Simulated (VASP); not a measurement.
Crystal: MgCd3Se3.

```
Mg Cd Se
1.0
     4.74048    0.00000    0.00000
    -2.37024    4.10537    0.00000
     0.00000    0.00000   10.67813
Mg Cd Se
1 3 3
Direct
  0.00000 0.00000 0.50000
  0.00000 0.00000 0.23834
  0.00000 0.00000 0.76166
  0.00000 0.00000 0.00000
  0.50000 0.00000 0.00000
  0.00000 0.50000 0.00000
  0.50000 0.50000 0.00000
```

The cell was generated, and may not be a known phase.

* Program: VASP 6.6.1
* Task: relaxation of cell and atoms
* Functional: PBE
* Potentials or basis: VASP PAW PBE potentials, release 64 (Mg, Cd, Se)
* Cutoff: 600 eV
* k mesh: 4 × 4 × 2
* Occupations: gaussian, width 0.2 eV
* Spin: no spin polarisation

At the start: pressure 31.0 GPa; volume 29.69 Å³/atom.

Question: Where does the relaxation end?

Answer: Over 8 steps the energy falls by 1315.2 meV/atom and the volume is 47.87 Å³/atom (+61.2 %); space group P6/mmm (No. 191, to 0.1 Å) before and after.

Step by step:
| step | energy change (eV) | largest force (eV/Å) | pressure (GPa) | volume (Å³) |
| --- | --- | --- | --- | --- |
| 1 | 0.0000 | 2.4285 | 31.04 | 207.81 |
| 2 | -8.0611 | 0.2686 | -2.50 | 426.10 |
| 3 | -9.1663 | 0.1369 | 0.90 | 322.25 |
| 4 | -9.1881 | 0.0198 | -0.28 | 340.35 |
| 5 | -9.1978 | 0.0569 | 0.10 | 333.89 |
| 6 | -9.1962 | 0.0747 | 0.28 | 331.01 |
| 7 | -9.2032 | 0.0367 | 0.20 | 332.83 |
| 8 | -9.2066 | 0.0044 | 0.11 | 335.09 |

Final structure:
```
CELL_PARAMETERS angstrom
5.80794 0.00000 0.00000
-2.90397 5.02982 0.00000
0.00000 0.00000 11.47055
ATOMIC_POSITIONS crystal
Mg 0.00000 0.00000 0.50000
Cd 0.00000 0.00000 0.24596
Cd 0.00000 0.00000 0.75404
Cd 0.00000 0.00000 0.00000
Se 0.50000 0.00000 0.00000
Se 0.00000 0.50000 0.00000
Se 0.50000 0.50000 0.00000
```

Caveat: the k points lie up to 0.31 Å⁻¹ apart in the final cell, too coarse for converged energies and pressures of a metal; the volume moved by over 15 % at a fixed basis, so the end points are rough.
